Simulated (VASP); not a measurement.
# Be2C (Fm-3m) in VASP: further runs

Be2C is run at these levels: r2SCAN; tasks: single point.

All numbers are computed with VASP 6.6.1; they aren't measurements. Logs are shortened: lines on timing, memory, paths and dates and some standing lists are left out, and cuts for length are marked.

## Step 1: The cell of the first run

Symmetry: Fm-3m, No. 225, cubic system. Conventional cell: a = 4.321 Å, b = 4.321 Å, c = 4.321 Å, α = 90.00°, β = 90.00°, γ = 90.00°. Within 2.5 Å of C (site symmetry m-3m) lie 8 Be at 1.87 Å. Within 2.5 Å of Be (site symmetry -43m) lie 4 C at 1.87 Å and 6 Be at 2.16 Å.

## Step 2: Single point, r2SCAN

File POSCAR:

```
Be2C
1.0
    0.0000000000      2.1604856281      2.1604856281
    2.1604856281      0.0000000000      2.1604856281
    2.1604856281      2.1604856281      0.0000000000
C Be
1 2
Direct
    0.0000000000      0.0000000000      0.0000000000
    0.2500000000      0.2500000000      0.2500000000
    0.7500000000      0.7500000000      0.7500000000
```

File INCAR.step1:

```
SYSTEM = Be2C
ALGO     = Normal         ! electronic algorithm
EDIFF    = 1E-5           ! SCF threshold, eV
ENCUT    = 660            ! plane-wave cutoff, eV
GGA      = PE             ! functional
GGA_COMPAT= .False.      
ISMEAR   = 1              ! smearing method
LASPH    = .True.         ! aspherical terms in the spheres
LCHARG   = .False.        ! write CHGCAR
LREAL    = .False.        ! projectors in reciprocal space
LWAVE    = .True.         ! write WAVECAR
NBANDS   = 11             ! bands
NELM     = 120            ! most SCF steps
PREC     = Accurate       ! precision mode
SIGMA    = 0.001          ! smearing width, eV
```

File INCAR.step2:

```
SYSTEM = Be2C
ALGO     = Normal         ! electronic algorithm
EDIFF    = 1E-6           ! SCF threshold, eV
ENCUT    = 660            ! plane-wave cutoff, eV
GGA_COMPAT= .False.      
ISIF     = 2              ! what is computed and relaxed
ISMEAR   = 1              ! smearing method
ISTART   = 1            
LASPH    = .True.         ! aspherical terms in the spheres
LCHARG   = .False.        ! write CHGCAR
LMIXTAU  = .True.       
LREAL    = .False.        ! projectors in reciprocal space
LWAVE    = .False.        ! write WAVECAR
METAGGA  = R2SCAN         ! meta-GGA
NBANDS   = 11             ! bands
NELM     = 120            ! most SCF steps
PREC     = Accurate       ! precision mode
SIGMA    = 0.001          ! smearing width, eV
```

File KPOINTS:

```
k-points
0
Gamma
  8 8 8
  0 0 0
```

Potentials or basis: VASP PAW PBE potentials, release 64 (C, Be).

Launch:

```
cat potpaw_PBE.64/C/POTCAR potpaw_PBE.64/Be/POTCAR > POTCAR
cp INCAR.step1 INCAR
mpirun -np 1 vasp_std > vasp.out
cp INCAR.step2 INCAR
mpirun -np 1 vasp_std > vasp.out
```

OUTCAR:

```text
SYSTEM = Be2C
   EDIFF = 1E-6
   ENCUT = 660
   ISIF = 2
   ISMEAR = 1
   ISTART = 1
   LASPH = .True.
   LREAL = .False.
   METAGGA = R2SCAN
   NELM = 120
   PREC = Accurate

 ion  position               nearest neighbor table
   1  0.000  0.000  0.000-   3 1.87   3 1.87   3 1.87   2 1.87   3 1.87   2 1.87   2 1.87   2 1.87

   2  0.250  0.250  0.250-   1 1.87   1 1.87   1 1.87   1 1.87   3 2.16   3 2.16   3 2.16   3 2.16
                             3 2.16   3 2.16
   3  0.750  0.750  0.750-   1 1.87   1 1.87   1 1.87   1 1.87   2 2.16   2 2.16   2 2.16   2 2.16
                             2 2.16   2 2.16

  LATTYP: Found a face centered cubic cell.
 ALAT       =     4.3209712562

  Lattice vectors:

 A1 = (   0.0000000000,   2.1604856281,   2.1604856281)
 A2 = (   2.1604856281,   0.0000000000,   2.1604856281)
 A3 = (   2.1604856281,   2.1604856281,   0.0000000000)

Analysis of symmetry for initial positions (statically):
=====================================================================
 Subroutine PRICEL returns:
 Original cell was already a primitive cell.

 Routine SETGRP: Setting up the symmetry group for a
 face centered cubic supercell.

 Subroutine GETGRP returns: Found 48 space group operations
 (whereof 48 operations were pure point group operations)
 out of a pool of 48 trial point group operations.

The static configuration has the point symmetry O_h .

Analysis of symmetry for dynamics (positions and initial velocities):
=====================================================================
 Subroutine PRICEL returns:
 Original cell was already a primitive cell.

 Routine SETGRP: Setting up the symmetry group for a
 face centered cubic supercell.

 Subroutine GETGRP returns: Found 48 space group operations
 (whereof 48 operations were pure point group operations)
 out of a pool of 48 trial point group operations.

The dynamic configuration has the point symmetry O_h .

 Subroutine INISYM returns: Found 48 space group operations
 (whereof 48 operations are pure point group operations),
 and found     1 'primitive' translations

----------------------------------------------------------------------------------------

                                     Primitive cell

  volume of cell :      20.1690

  direct lattice vectors                    reciprocal lattice vectors
     0.000000000  2.160485628  2.160485628    -0.231429450  0.231429450  0.231429450
     2.160485628  0.000000000  2.160485628     0.231429450 -0.231429450  0.231429450
     2.160485628  2.160485628  0.000000000     0.231429450  0.231429450 -0.231429450

  length of vectors
     3.055388077  3.055388077  3.055388077     0.400847565  0.400847565  0.400847565

  position of ions in fractional coordinates (direct lattice)
     0.000000000  0.000000000  0.000000000
     0.250000000  0.250000000  0.250000000
     0.750000000  0.750000000  0.750000000

  ion indices of the primitive-cell ions
   primitive index   ion index
                 1           1
                 2           2
                 3           3

----------------------------------------------------------------------------------------

 KPOINTS: k-points

Automatic generation of k-mesh.
 Grid dimensions read from file:
 generate k-points for:    8    8    8

 Generating k-lattice:

  Cartesian coordinates                     Fractional coordinates (reciprocal lattice)
    -0.028928681  0.028928681  0.028928681     0.125000000  0.000000000  0.000000000
     0.028928681 -0.028928681  0.028928681     0.000000000  0.125000000  0.000000000
     0.028928681  0.028928681 -0.028928681     0.000000000  0.000000000  0.125000000

  Length of vectors
     0.050105946  0.050105946  0.050105946

  Shift w.r.t. Gamma in fractional coordinates (k-lattice)
     0.000000000  0.000000000  0.000000000

 Subroutine IBZKPT returns following result:
 ===========================================

 Found     29 irreducible k-points:

 Following reciprocal coordinates:
            Coordinates               Weight
  0.000000  0.000000  0.000000      1.000000
  0.125000  0.000000  0.000000      8.000000
  0.250000  0.000000  0.000000      8.000000
  0.375000  0.000000  0.000000      8.000000
  0.500000  0.000000  0.000000      4.000000
  0.125000  0.125000  0.000000      6.000000
[... 16 lines left out ...]
  0.500000  0.250000  0.125000     48.000000
 -0.375000  0.250000  0.125000     24.000000
 [... further k-points ...]
   k-points           NKPTS =     29   k-points in BZ     NKDIM =     29   number of bands    NBANDS=     11
   number of dos      NEDOS =    301   number of ions     NIONS =      3
   total plane-waves  NPLWV =  21952
   dimension x,y,z NGX =    28 NGY =   28 NGZ =   28
   dimension x,y,z NGXF=    56 NGYF=   56 NGZF=   56
   ions per type =               1   2
   NGX,Y,Z   is equivalent  to a cutoff of  15.24, 15.24, 15.24 a.u.
   NGXF,Y,Z  is equivalent  to a cutoff of  30.47, 30.47, 30.47 a.u.
 SYSTEM =  Be2C
   PREC   = accura    normal or accurate (medium, high low for compatibility)
   ISTART =      1    job   : 0-new  1-cont  2-samecut
   ICHARG =      0    charge: 1-file 2-atom 10-const
   ISPIN  =      1    spin polarized calculation?
   LNONCOLLINEAR =      F non collinear calculations
   LSORBIT =      F    spin-orbit coupling
   LASPH  =      T    aspherical Exc in radial PAW
   ENCUT  =  660.0 eV  48.51 Ry    6.96 a.u.   6.40  6.40  6.40*2*pi/ulx,y,z
   NELM   =    120;   NELMIN=  2; NELMDL=  0     # of ELM steps
   EDIFF  = 0.1E-05   stopping-criterion for ELM
   LREAL  =      F    real-space projection
   EDIFFG = 0.1E-04   stopping-criterion for IOM
   NSW    =      0    number of steps for IOM
   IBRION =     -1    ionic relax: 0-MD 1-quasi-New 2-CG
   NFREE  =      0    steps in history (QN), initial steepest desc. (CG)
   ISIF   =      2    stress and relaxation
   ISYM   =      2    0-nonsym 1-usesym 2-fastsym
   POTIM  = 0.5000    time-step for ionic-motion
   TEBEG  =    0.0;   TEEND  =   0.0 temperature during run
   PSTRESS=    0.0 pullay stress
   NELECT =       8.0000    total number of electrons
   NUPDOWN=      -1.0000    fix difference up-down
   EMIN   =  10.00;   EMAX   =-10.00  energy-range for DOS
   EFERMI =   0.00;   METHOD = LEGACY
   ISMEAR =     1;   SIGMA  =   0.00  broadening in eV -4-tet -1-fermi 0-gaus
   EFERMI_NEDOS =   21; number of points for ismear=-14 and -15
   IALGO  =     38    algorithm
   IMIX   =      4    mixing-type and parameters
     AMIX     =   0.40;   BMIX     =  1.00
     AMIX_MAG =   1.60;   BMIX_MAG =  1.00
  volume/ion in A,a.u.               =       6.72        45.37
  Fermi-wavevector in a.u.,A,eV,Ry     =   1.202846  2.273050 19.685441  1.446839
  Thomas-Fermi vector in A             =   2.338616
   LORBIT       =      0    0 simple, 1 ext, 2 COOP (PROOUT), +10 PAW based schemes
   METAGGA = R2SCAN    functional components
   LHFCALC =     F    Hartree Fock is set to
   AEXX    =    0.0000 exact exchange contribution
   IVDW    =     0    specifies the selected vdW correction
   LEPSILON=     F    determine dielectric tensor
   LRPA    =     F    only Hartree local field effects (RPA)
 non-spin polarized calculation
 Methfessel and Paxton  Order N= 1 SIGMA  =   0.00
  energy-cutoff  :      660.00
  volume of cell :       20.17
 maximum number of plane-waves:       791
 NGX is ok and might be reduce to    28
   NGX = 13   NGY = 13   NGZ = 13

 number of electron       8.0000000 magnetization

 Free energy of the ion-electron system (eV)
  ---------------------------------------------------
  ext. energy  EPLUGINS =         0.00000000
  ---------------------------------------------------
  free energy    TOTEN  =       -19.47549389 eV

  energy without entropy =      -19.47549389  energy(sigma->0) =      -19.47549389

 E-fermi :   7.8309     XC(G=0): -12.0467

 val. band max:        7.7698888195   @ k =   0.0000   0.0000   0.0000
 cond. band min:       9.2961844255   @ k =   0.5000   0.5000   0.0000
 fundamental gap:      1.5262956059
 Fermi energy:         7.8308916344

 k-point     1 :       0.0000    0.0000    0.0000
  band No.  band energies     occupation
      1      -8.2091      2.00000
      2       7.7699      2.00000
      3       7.7699      2.00000
      4       7.7699      2.00000
      5      12.3981      0.00000
      6      12.3981      0.00000
      7      12.3981      0.00000
      8      15.2338      0.00000
      9      22.1968      0.00000
     10      22.1968      0.00000
     11      22.1968      0.00000

 k-point     2 :       0.1250    0.0000    0.0000
  band No.  band energies     occupation
      1      -7.9464      2.00000
      2       5.8182      2.00000
      3       7.3158      2.00000
      4       7.3158      2.00000
      5      13.0720      0.00000
      6      13.0720      0.00000
      7      13.5395      0.00000
      8      15.8872      0.00000
      9      20.5144      0.00000
     10      20.5144      0.00000
     11      22.7807      0.00000

 k-point     3 :       0.2500    0.0000    0.0000
  band No.  band energies     occupation
      1      -7.1792      2.00000
      2       2.7165      2.00000
      3       6.5624      2.00000
      4       6.5624      2.00000
      5      13.8294      0.00000
      6      13.8294      0.00000
      7      14.5352      0.00000
      8      17.3025      0.00000
      9      19.9330      0.00000
     10      19.9330      0.00000
     11      24.3012      0.00000
[... 267 lines left out ...]
 k-point    23 :       0.5000    0.2500    0.1250
  band No.  band energies     occupation
      1      -5.4624      2.00000
      2       0.5180      2.00000
      3       3.3843      2.00000
      4       4.8057      2.00000
      5      13.5329      0.00000
      6      15.1974      0.00000
      7      16.6332      0.00000
      8      18.4217      0.00000
      9      21.0471      0.00000
     10      23.8782      0.00000
     11      26.5288      0.00000

 k-point    24 :      -0.3750    0.2500    0.1250
  band No.  band energies     occupation
      1      -4.7619      2.00000
      2      -0.6166      2.00000
      3       3.4460      2.00000
      4       4.2484      2.00000
      5      13.4734      0.00000
      6      14.9714      0.00000
      7      18.3963      0.00000
      8      19.3243      0.00000
      9      20.8534      0.00000
     10      22.6767      0.00000
     11      26.6989      0.00000

 [... further k-points ...]
[... 5 lines left out ...]
  --------------------------------------------------------------------------------------
  -------------------------------------------------------------------------------------
  Total        0.0983182      0.0983182      0.0983182      0.0000000      0.0000000      0.0000000
  in kB        7.8101679      7.8101679      7.8101679      0.0000000      0.0000000      0.0000000
  external PRESSURE =       7.8101679 kB  Pullay stress =       0.0000000 kB

 VOLUME and BASIS-vectors are now :
 -----------------------------------------------------------------------------
  energy-cutoff  :      660.00
  volume of cell :       20.17
      direct lattice vectors                 reciprocal lattice vectors
     0.000000000  2.160485628  2.160485628    -0.231429450  0.231429450  0.231429450
     2.160485628  0.000000000  2.160485628     0.231429450 -0.231429450  0.231429450
     2.160485628  2.160485628  0.000000000     0.231429450  0.231429450 -0.231429450

 POSITION                                       TOTAL-FORCE (eV/Angst)
 -----------------------------------------------------------------------------------
      0.00000      0.00000      0.00000         0.000000      0.000000     -0.000000
      1.08024      1.08024      1.08024        -0.000000     -0.000000      0.000000
      3.24073      3.24073      3.24073         0.000000      0.000000     -0.000000
 -----------------------------------------------------------------------------------
    total drift:                               -0.000000     -0.000000      0.000000

  FREE ENERGIE OF THE ION-ELECTRON SYSTEM (eV)
  ---------------------------------------------------
  free  energy   TOTEN  =       -19.4754938924 eV

  energy  without entropy=      -19.4754938924  energy(sigma->0) =      -19.47549389
```

Run time: 36 s. Hardware: 1 thread of AMD EPYC 9R14 (Zen 4), shared host; peak memory 0.12 GiB.

Results:

```yaml
Free_energy: -19.4755 eV
Pressure: 0.8 GPa
Band_gap_on_the_k_mesh: 1.53 eV, indirect (least direct gap 4.63 eV)
```

Caveat: the PAW data sets were made with another functional, which shifts forces and pressure a little. A k mesh can miss the band edges.

## Step 3: Single point, r2SCAN

POSCAR is that of step 2.

File INCAR.step1:

```
SYSTEM = Be2C
PREC     = Accurate       ! precision mode
ENCUT    = 660            ! plane-wave cutoff, eV
ISMEAR   = 1              ! smearing method
SIGMA    = 0.228          ! smearing width, eV
LREAL    = .FALSE.        ! projectors in reciprocal space
LASPH    = .TRUE.         ! aspherical terms in the spheres
NELM     = 120            ! most SCF steps
NBANDS   = 11             ! bands
GGA      = PE             ! functional
ALGO     = Normal         ! electronic algorithm
EDIFF    = 1E-5           ! SCF threshold, eV
LWAVE    = .TRUE.         ! write WAVECAR
LCHARG   = .FALSE.        ! write CHGCAR
GGA_COMPAT= .FALSE.
```

File INCAR.step2:

```
SYSTEM = Be2C
PREC     = Accurate       ! precision mode
ENCUT    = 660            ! plane-wave cutoff, eV
EDIFF    = 1E-6           ! SCF threshold, eV
ISMEAR   = 1              ! smearing method
SIGMA    = 0.228          ! smearing width, eV
LREAL    = .FALSE.        ! projectors in reciprocal space
LASPH    = .TRUE.         ! aspherical terms in the spheres
NELM     = 120            ! most SCF steps
ALGO     = Normal         ! electronic algorithm
ISIF     = 2              ! what is computed and relaxed
LWAVE    = .FALSE.        ! write WAVECAR
LCHARG   = .FALSE.        ! write CHGCAR
METAGGA  = R2SCAN         ! meta-GGA
LMIXTAU  = .TRUE.       
NBANDS   = 11             ! bands
ISTART   = 1            
GGA_COMPAT= .FALSE.
```

File KPOINTS:

```
Automatic mesh
0
G
  8 8 8
  0 0 0
```

Potentials or basis: VASP PAW PBE potentials, release 64 (C, Be).

Launch:

```
cat potpaw_PBE.64/C/POTCAR potpaw_PBE.64/Be/POTCAR > POTCAR
cp INCAR.step1 INCAR
mpirun -np 1 vasp_std > vasp.out
cp INCAR.step2 INCAR
mpirun -np 1 vasp_std > vasp.out
```

It took 35 s on 1 thread of AMD EPYC 9R14 (Zen 4), shared host; peak memory 0.12 GiB.

Results (log left out):

- Free energy: -19.4754 eV
- Pressure: 0.8 GPa
- Band gap on the k mesh: 1.53 eV, indirect (least direct gap 4.63 eV)

Levels at points of the mesh, in eV from the valence-band top:
| k point | band 2 | band 3 | band 4 | band 5 | band 6 | band 7 |
| --- | --- | --- | --- | --- | --- | --- |
| (0.00, 0.00, 0.00) | 0.00 | 0.00 | 0.00 | 4.63 | 4.63 | 4.63 |
| (0.50, 0.00, 0.00) | -9.11 | -1.91 | -1.91 | 5.54 | 5.54 | 7.62 |
| (0.50, 0.50, 0.00) | -7.15 | -4.93 | -4.93 | 1.53 | 6.21 | 14.46 |

Caveat: the PAW data sets were made with another functional, which shifts forces and pressure a little. A k mesh can miss the band edges.

## Step 4: Single point, r2SCAN

POSCAR is that of step 3.

File INCAR.step1:

```
SYSTEM = Be2C
PREC = Accurate
ENCUT = 660
ISMEAR = 0
SIGMA = 0.01
LREAL = .FALSE.
LASPH = .TRUE.
NELM = 120
ISYM = 0
NBANDS = 11
GGA = PE
ALGO = Normal
EDIFF = 1E-5
LWAVE = .TRUE.
LCHARG = .FALSE.
GGA_COMPAT = .FALSE.
```

File INCAR.step2:

```
SYSTEM = Be2C
PREC = Accurate
ENCUT = 660
EDIFF = 1E-6
ISMEAR = 0
SIGMA = 0.01
LREAL = .FALSE.
LASPH = .TRUE.
NELM = 120
ALGO = Normal
ISIF = 2
LWAVE = .FALSE.
LCHARG = .FALSE.
METAGGA = R2SCAN
LMIXTAU = .TRUE.
ISYM = 0
NBANDS = 11
ISTART = 1
GGA_COMPAT = .FALSE.
```

File KPOINTS:

```
Automatic mesh
0
Gamma
  8 8 8
  0.5 0.5 0.5
```

Launch:

```
cat potpaw_PBE.64/C/POTCAR potpaw_PBE.64/Be/POTCAR > POTCAR
cp INCAR.step1 INCAR
mpirun -np 1 vasp_std > vasp.out
cp INCAR.step2 INCAR
mpirun -np 1 vasp_std > vasp.out
```

Wall time 14 min (1 thread of AMD EPYC 9R14 (Zen 4), shared host); peak memory 0.37 GiB.

It converged, with:

```
Free energy            : -19.4759 eV
Pressure               : 0.8 GPa
Band gap on the k mesh : 1.96 eV, indirect (least direct gap 4.96 eV)
```

Levels at points of the mesh, in eV from the valence-band top:
```csv
k point,band 1,band 2,band 3,band 4,band 5,band 6,band 7,band 8
"(0.06, 0.06, 0.06)",-15.78,-0.48,0.00,0.00,4.96,4.96,5.18,7.76
```

Caveat: the PAW data sets were made with another functional, which shifts forces and pressure a little.

## Step 5: Summary

```tsv
k mesh	smearing	gap on the mesh (eV)	pressure (GPa)
8 × 8 × 8	methfessel-paxton 0.001 eV	1.53	0.8
8 × 8 × 8	methfessel-paxton 0.228 eV	1.53	0.8
8 × 8 × 8, shifted	gaussian 0.01 eV	1.96	0.8
```

Alike in all rows: task single point; level r2SCAN; potentials or basis VASP PAW PBE potentials, release 64 (C, Be); no spin polarisation; cell as given; cutoff (eV) 660.

On the cell as given the gap runs from 1.53 eV (r2SCAN) to 1.96 eV (r2SCAN).

Caveats: the PAW data sets were made with another functional, which shifts forces and pressure a little.

Absolute energies hang on the potentials; compare differences alone.
